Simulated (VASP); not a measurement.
Wanted: the native input for a VASP 6.6.1 run.

```yaml
Task: single point
Functional: PBE
Potentials_or_basis: VASP PAW PBE potentials, release 64 (Ca_sv)
Cutoff: 520 eV
k_mesh: 15 × 15 × 8
Occupations: gaussian, width 0.15 eV
Spin: no spin polarisation
Dipole_correction: no
Further_INCAR_settings: ALGO = Fast; EDIFF = 1e-06; NBANDS = 17
```

The structure of Ca lies in POSCAR:

```
Ca
1.0
    4.0921707234      0.0000000000      0.0000000000
   -2.0460853617      3.5439238031      0.0000000000
    0.0000000000      0.0000000000      6.1674572423
Ca
2
Direct
    0.3333333333      0.6666666667      0.2500000000
    0.6666666667      0.3333333333      0.7500000000
```

This cell differs from its parent crystal: ratio of the length along z to the lengths across it x 0.92, volume and fractional coordinates fixed.

One way to write it, as run:

INCAR

```
PREC = Accurate
ENCUT = 520
EDIFF = 1E-6
ISMEAR = 0
SIGMA = 0.15
LREAL = F
LASPH = T
NELM = 100
ALGO = Fast
ISIF = 2
LWAVE = F
LCHARG = F
GGA = PE
NBANDS = 17
```

KPOINTS

```
regular mesh
0
Gamma
  15 15 8
```

Potentials or basis: VASP PAW PBE potentials, release 64 (Ca_sv).

Launch:

```bash
$ cat potpaw_PBE.64/Ca_sv/POTCAR > POTCAR
$ mpirun -np 1 vasp_std > vasp.out
```

Results of the run:

```json
{
  "Pressure": "-0.7 GPa",
  "Band gap on the k mesh": "zero (band 10 reaches 1.98 eV, above the bottom of band 11 at 1.48 eV)"
}
```

Run time: 4.3 min on 1 thread of Intel(R) Xeon(R) Platinum 8259CL CPU @ 2.50GHz (Skylake/Cascade Lake) (shared host), peak memory 0.32 GiB.
